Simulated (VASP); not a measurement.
# BP (F-43m) in VASP: a series of runs

The runs below take BP through single point, with r2SCAN+rVV10.

All numbers are computed with VASP 6.6.1; they aren't measurements. Logs are shortened: lines on timing, memory, paths and dates and some standing lists are left out, and cuts for length are marked.

## 1. The cell of the first run

The structure is cubic, space group F-43m (No. 216). The conventional cell has a = 4.445 Å, b = 4.445 Å, c = 4.445 Å, α = 90.00°, β = 90.00°, γ = 90.00°. Within 2.6 Å of P (site symmetry -43m) lie 4 B at 1.92 Å. B (site symmetry -43m) has 4 P at 1.92 Å within 2.6 Å.

## 2. Single point, r2SCAN+rVV10

POSCAR reads:

```
BP
1.0
    0.0000000000      2.2226808807      2.2226808807
    2.2226808807      0.0000000000      2.2226808807
    2.2226808807      2.2226808807      0.0000000000
P B
1 1
Direct
    0.7500000000      0.7500000000      0.7500000000
    0.0000000000      0.0000000000      0.0000000000
```

INCAR.step1 reads:

```
SYSTEM = BP
ALGO = Normal
EDIFF = 1E-4
ENCUT = 520
GGA = PE
ISMEAR = -1
LASPH = .TRUE.
LCHARG = .FALSE.
LREAL = .FALSE.
LWAVE = .TRUE.
NBANDS = 11
NELM = 60
PREC = Accurate
SIGMA = 0.05
```

INCAR.step2 reads:

```
SYSTEM = BP
ALGO = Normal
BPARAM = 11.95
CPARAM = 0.0093
EDIFF = 1E-7
ENCUT = 520
ISIF = 2
ISMEAR = -1
ISTART = 1
IVDW_NL = 2
LASPH = .TRUE.
LCHARG = .TRUE.
LELF = .TRUE.
LMIXTAU = .TRUE.
LREAL = .FALSE.
LUSE_VDW = .TRUE.
LVHAR = .TRUE.
LWAVE = .FALSE.
METAGGA = R2SCAN
NBANDS = 11
NELM = 60
PREC = Accurate
SIGMA = 0.05
```

KPOINTS reads:

```
k-points
0
G
  10 10 10
  0 0 0
```

Potentials or basis: VASP PAW PBE potentials, release 64 (P, B).

The run is started by

```bash
$ cat potpaw_PBE.64/P/POTCAR potpaw_PBE.64/B/POTCAR > POTCAR
$ cp INCAR.step1 INCAR
$ mpirun -np 1 vasp_std > vasp.out
$ cp INCAR.step2 INCAR
$ mpirun -np 1 vasp_std > vasp.out
```

OUTCAR:

```text
SYSTEM = BP
   BPARAM = 11.95
   EDIFF = 1E-7
   ENCUT = 520
   ISIF = 2
   ISMEAR = -1
   ISTART = 1
   IVDW_NL = 2
   LASPH = .TRUE.
   LREAL = .FALSE.
   METAGGA = R2SCAN
   NELM = 60
   PREC = Accurate

 ion  position               nearest neighbor table
   1  0.750  0.750  0.750-   2 1.92   2 1.92   2 1.92   2 1.92
   2  0.000  0.000  0.000-   1 1.92   1 1.92   1 1.92   1 1.92

  LATTYP: Found a face centered cubic cell.
 ALAT       =     4.4453617614

  Lattice vectors:

 A1 = (   0.0000000000,   2.2226808807,   2.2226808807)
 A2 = (   2.2226808807,   0.0000000000,   2.2226808807)
 A3 = (   2.2226808807,   2.2226808807,   0.0000000000)

Analysis of symmetry for initial positions (statically):
=====================================================================
 Subroutine PRICEL returns:
 Original cell was already a primitive cell.

 Routine SETGRP: Setting up the symmetry group for a
 face centered cubic supercell.

 Subroutine GETGRP returns: Found 24 space group operations
 (whereof 24 operations were pure point group operations)
 out of a pool of 48 trial point group operations.

The static configuration has the point symmetry T_d .

Analysis of symmetry for dynamics (positions and initial velocities):
=====================================================================
 Subroutine PRICEL returns:
 Original cell was already a primitive cell.

 Routine SETGRP: Setting up the symmetry group for a
 face centered cubic supercell.

 Subroutine GETGRP returns: Found 24 space group operations
 (whereof 24 operations were pure point group operations)
 out of a pool of 48 trial point group operations.

The dynamic configuration has the point symmetry T_d .

 Subroutine INISYM returns: Found 24 space group operations
 (whereof 24 operations are pure point group operations),
 and found     1 'primitive' translations

----------------------------------------------------------------------------------------

                                     Primitive cell

  volume of cell :      21.9615

  direct lattice vectors                    reciprocal lattice vectors
     0.000000000  2.222680881  2.222680881    -0.224953570  0.224953570  0.224953570
     2.222680881  0.000000000  2.222680881     0.224953570 -0.224953570  0.224953570
     2.222680881  2.222680881  0.000000000     0.224953570  0.224953570 -0.224953570

  length of vectors
     3.143345446  3.143345446  3.143345446     0.389631013  0.389631013  0.389631013

  position of ions in fractional coordinates (direct lattice)
     0.750000000  0.750000000  0.750000000
     0.000000000  0.000000000  0.000000000

  ion indices of the primitive-cell ions
   primitive index   ion index
                 1           1
                 2           2

----------------------------------------------------------------------------------------

 KPOINTS: k-points

Automatic generation of k-mesh.
 Grid dimensions read from file:
 generate k-points for:   10   10   10

 Generating k-lattice:

  Cartesian coordinates                     Fractional coordinates (reciprocal lattice)
    -0.022495357  0.022495357  0.022495357     0.100000000  0.000000000  0.000000000
     0.022495357 -0.022495357  0.022495357     0.000000000  0.100000000  0.000000000
     0.022495357  0.022495357 -0.022495357     0.000000000  0.000000000  0.100000000

  Length of vectors
     0.038963101  0.038963101  0.038963101

  Shift w.r.t. Gamma in fractional coordinates (k-lattice)
     0.000000000  0.000000000  0.000000000

 Subroutine IBZKPT returns following result:
 ===========================================

 Found     47 irreducible k-points:

 Following reciprocal coordinates:
            Coordinates               Weight
  0.000000  0.000000  0.000000      1.000000
  0.100000  0.000000  0.000000      8.000000
  0.200000  0.000000  0.000000      8.000000
  0.300000  0.000000  0.000000      8.000000
  0.400000  0.000000  0.000000      8.000000
  0.500000  0.000000  0.000000      4.000000
[... 16 lines left out ...]
  0.300000  0.300000  0.000000      6.000000
  0.400000  0.300000  0.000000     24.000000
 [... further k-points ...]
   k-points           NKPTS =     47   k-points in BZ     NKDIM =     47   number of bands    NBANDS=     11
   number of dos      NEDOS =    301   number of ions     NIONS =      2
   total plane-waves  NPLWV =  13824
   dimension x,y,z NGX =    24 NGY =   24 NGZ =   24
   dimension x,y,z NGXF=    48 NGYF=   48 NGZF=   48
   ions per type =               1   1
   NGX,Y,Z   is equivalent  to a cutoff of  12.69, 12.69, 12.69 a.u.
   NGXF,Y,Z  is equivalent  to a cutoff of  25.39, 25.39, 25.39 a.u.
 SYSTEM =  BP
   PREC   = accura    normal or accurate (medium, high low for compatibility)
   ISTART =      1    job   : 0-new  1-cont  2-samecut
   ICHARG =      0    charge: 1-file 2-atom 10-const
   ISPIN  =      1    spin polarized calculation?
   LNONCOLLINEAR =      F non collinear calculations
   LSORBIT =      F    spin-orbit coupling
   LASPH  =      T    aspherical Exc in radial PAW
   ENCUT  =  520.0 eV  38.22 Ry    6.18 a.u.   5.84  5.84  5.84*2*pi/ulx,y,z
   NELM   =     60;   NELMIN=  2; NELMDL=  0     # of ELM steps
   EDIFF  = 0.1E-06   stopping-criterion for ELM
   LREAL  =      F    real-space projection
   EDIFFG = 0.1E-05   stopping-criterion for IOM
   NSW    =      0    number of steps for IOM
   IBRION =     -1    ionic relax: 0-MD 1-quasi-New 2-CG
   NFREE  =      0    steps in history (QN), initial steepest desc. (CG)
   ISIF   =      2    stress and relaxation
   ISYM   =      2    0-nonsym 1-usesym 2-fastsym
   POTIM  = 0.5000    time-step for ionic-motion
   TEBEG  =    0.0;   TEEND  =   0.0 temperature during run
   PSTRESS=    0.0 pullay stress
   NELECT =       8.0000    total number of electrons
   NUPDOWN=      -1.0000    fix difference up-down
   EMIN   =  10.00;   EMAX   =-10.00  energy-range for DOS
[... 5 lines left out ...]
     AMIX     =   0.40;   BMIX     =  1.00
     AMIX_MAG =   1.60;   BMIX_MAG =  1.00
  volume/ion in A,a.u.               =      10.98        74.10
  Fermi-wavevector in a.u.,A,eV,Ry     =   1.169188  2.209445 18.599175  1.367001
  Thomas-Fermi vector in A             =   2.305664
   LORBIT       =      0    0 simple, 1 ext, 2 COOP (PROOUT), +10 PAW based schemes
   METAGGA = R2SCAN    functional components
   LHFCALC =     F    Hartree Fock is set to
   AEXX    =    0.0000 exact exchange contribution
   IVDW_NL    =     2    kernel type
   BPARAM     =11.9500
   IVDW    =     0    specifies the selected vdW correction
   LEPSILON=     F    determine dielectric tensor
   LRPA    =     F    only Hartree local field effects (RPA)
 non-spin polarized calculation
  energy-cutoff  :      520.00
  volume of cell :       21.96
 maximum number of plane-waves:       609
   NGX = 11   NGY = 11   NGZ = 11

 number of electron       8.0000000 magnetization

 Free energy of the ion-electron system (eV)
  ---------------------------------------------------
  ext. energy  EPLUGINS =         0.00000000
  ---------------------------------------------------
  free energy    TOTEN  =       -17.18721184 eV

  energy without entropy =      -17.18721182  energy(sigma->0) =      -17.18721183

 E-fermi :   8.7907     XC(G=0): -11.8127

 val. band max:        8.1446549867   @ k =   0.0000   0.0000   0.0000
 cond. band min:       9.4790073780   @ k =   0.4000   0.4000   0.0000
 fundamental gap:      1.3343523912
 Fermi energy:         8.7907069810

 k-point     1 :       0.0000    0.0000    0.0000
  band No.  band energies     occupation
      1      -8.7089      2.00000
      2       8.1446      2.00000
      3       8.1446      2.00000
      4       8.1447      2.00000
      5      11.8811      0.00000
      6      11.8811      0.00000
      7      11.8811      0.00000
      8      17.1564      0.00000
      9      20.9644      0.00000
     10      20.9644      0.00000
     11      20.9662      0.00000

 k-point     2 :       0.1000    0.0000    0.0000
  band No.  band energies     occupation
      1      -8.5097      2.00000
      2       6.7243      2.00000
      3       7.8162      2.00000
      4       7.8162      2.00000
      5      12.3393      0.00000
      6      12.3393      0.00000
      7      12.4322      0.00000
      8      17.6298      0.00000
      9      20.2445      0.00000
     10      20.2445      0.00000
     11      21.5958      0.00000

 k-point     3 :       0.2000    0.0000    0.0000
  band No.  band energies     occupation
      1      -7.9188      2.00000
      2       4.1609      2.00000
      3       7.1965      2.00000
      4       7.1965      2.00000
      5      12.7908      0.00000
      6      13.1291      0.00000
      7      13.1291      0.00000
      8      18.6713      0.00000
      9      19.6196      0.00000
     10      19.6196      0.00000
     11      22.4825      0.00000

 k-point     4 :       0.3000    0.0000    0.0000
  band No.  band energies     occupation
      1      -6.9654      2.00000
      2       1.5650      2.00000
      3       6.6573      2.00000
      4       6.6573      2.00000
      5      12.7809      0.00000
      6      13.4360      0.00000
      7      13.4360      0.00000
      8      19.3459      0.00000
      9      20.3350      0.00000
     10      20.3350      0.00000
     11      22.8475      0.00000
[... 239 lines left out ...]
 k-point    22 :      -0.2000    0.2000    0.0000
  band No.  band energies     occupation
      1      -6.6417      2.00000
      2       2.4462      2.00000
      3       3.5070      2.00000
      4       6.7722      2.00000
      5      13.1313      0.00000
      6      14.0002      0.00000
      7      15.2505      0.00000
      8      17.5675      0.00000
      9      18.1538      0.00000
     10      23.1789      0.00000
     11      25.8571      0.00000

 k-point    23 :       0.3000    0.3000    0.0000
  band No.  band energies     occupation
      1      -6.3633      2.00000
      2       2.9655      2.00000
      3       4.5501      2.00000
      4       4.5501      2.00000
      5       9.8165      0.00000
      6      12.3286      0.00000
      7      18.0488      0.00000
      8      18.0488      0.00000
      9      23.0159      0.00000
     10      23.4762      0.00000
     11      26.6264      0.00000

 k-point    24 :       0.4000    0.3000    0.0000
  band No.  band energies     occupation
      1      -5.4389      2.00000
      2       1.4807      2.00000
      3       3.6379      2.00000
      4       4.2242      2.00000
      5      10.1150      0.00000
      6      12.0442      0.00000
      7      18.7035      0.00000
      8      18.7862      0.00000
      9      23.9588      0.00000
     10      24.5447      0.00000
     11      27.2351      0.00000

 [... further k-points ...]
[... 5 lines left out ...]
  --------------------------------------------------------------------------------------
  -------------------------------------------------------------------------------------
  Total        1.4236348      1.4236348      1.4236348     -0.0000000     -0.0000000      0.0000000
  in kB      103.8598852    103.8598852    103.8598852     -0.0000000     -0.0000000      0.0000000
  external PRESSURE =     103.8598852 kB  Pullay stress =       0.0000000 kB

 VOLUME and BASIS-vectors are now :
 -----------------------------------------------------------------------------
  energy-cutoff  :      520.00
  volume of cell :       21.96
      direct lattice vectors                 reciprocal lattice vectors
     0.000000000  2.222680881  2.222680881    -0.224953570  0.224953570  0.224953570
     2.222680881  0.000000000  2.222680881     0.224953570 -0.224953570  0.224953570
     2.222680881  2.222680881  0.000000000     0.224953570  0.224953570 -0.224953570

 POSITION                                       TOTAL-FORCE (eV/Angst)
 -----------------------------------------------------------------------------------
      3.33402      3.33402      3.33402        -0.000000      0.000000     -0.000000
      0.00000      0.00000      0.00000         0.000000     -0.000000      0.000000
 -----------------------------------------------------------------------------------
    total drift:                               -0.000000     -0.000000     -0.000000

  FREE ENERGIE OF THE ION-ELECTRON SYSTEM (eV)
  ---------------------------------------------------
  free  energy   TOTEN  =       -17.1872118403 eV

  energy  without entropy=      -17.1872118186  energy(sigma->0) =      -17.18721183
```

Wall time 80 s (1 thread of Intel Xeon 6975P-C, shared host); peak memory 0.21 GiB.

Results:

```
Free energy            : -17.1872 eV
Pressure               : 10.4 GPa
Band gap on the k mesh : 1.33 eV, indirect (least direct gap 3.74 eV)
```

Caveat: the PAW data sets were made with another functional, which shifts forces and pressure a little.

[end of part 1 of 2]
